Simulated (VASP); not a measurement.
A run of VASP 6.6.1:

The input POSCAR:

```
As
1.0
    2.7567085743      0.0000000000      0.0000000000
    0.0000000000      2.7567085743      0.0000000000
    0.0000000000      0.0000000000      2.7567085743
As
1
Direct
    0.5000000000      0.5000000000      0.5000000000
```

File INCAR.step1:

```
SYSTEM = As
PREC     = Accurate       ! precision mode
ENCUT    = 520            ! plane-wave cutoff, eV
EDIFF    = 1E-5           ! SCF threshold, eV
ISMEAR   = -1             ! smearing method
SIGMA    = 0.05           ! smearing width, eV
LREAL    = .FALSE.        ! projectors in reciprocal space
LASPH    = .TRUE.         ! aspherical terms in the spheres
NELM     = 80             ! most SCF steps
ALGO     = Normal         ! electronic algorithm
ISIF     = 2              ! what is computed and relaxed
LWAVE    = .TRUE.         ! write WAVECAR
LCHARG   = .FALSE.        ! write CHGCAR
GGA      = PE             ! functional
NBANDS   = 8              ! bands
```

File INCAR.step2:

```
SYSTEM = As
PREC     = Accurate       ! precision mode
ENCUT    = 520            ! plane-wave cutoff, eV
EDIFF    = 1E-6           ! SCF threshold, eV
ISMEAR   = -1             ! smearing method
SIGMA    = 0.05           ! smearing width, eV
LREAL    = .FALSE.        ! projectors in reciprocal space
LASPH    = .TRUE.         ! aspherical terms in the spheres
NELM     = 80             ! most SCF steps
ALGO     = Normal         ! electronic algorithm
ISIF     = 2              ! what is computed and relaxed
LWAVE    = .FALSE.        ! write WAVECAR
LCHARG   = .FALSE.        ! write CHGCAR
GGA      = PE             ! functional
LHFCALC  = .TRUE.         ! exact exchange
HFSCREEN = 0.2079         ! screening, 1/A
PRECFOCK = Normal       
ISTART   = 1            
NBANDS   = 8              ! bands
```

KPOINTS

```
Automatic mesh
0
G
  6 6 6
  0 0 0
```

Potentials or basis: VASP PAW PBE potentials, release 64 (As).

Launch:

```bash
$ cat potpaw_PBE.64/As/POTCAR > POTCAR
$ cp INCAR.step1 INCAR
$ mpirun -np 1 vasp_std > vasp.out
$ cp INCAR.step2 INCAR
$ mpirun -np 1 vasp_std > vasp.out
```

Hardware: 1 thread of Intel(R) Xeon(R) 6975P-C (Granite Rapids), with other jobs on the host.

Problem. Estimate the wall time of this run.

Solution. Wall time 67 s on 1 thread of Intel(R) Xeon(R) 6975P-C (Granite Rapids) (shared host), peak memory 0.24 GiB. Counts: k points 20.
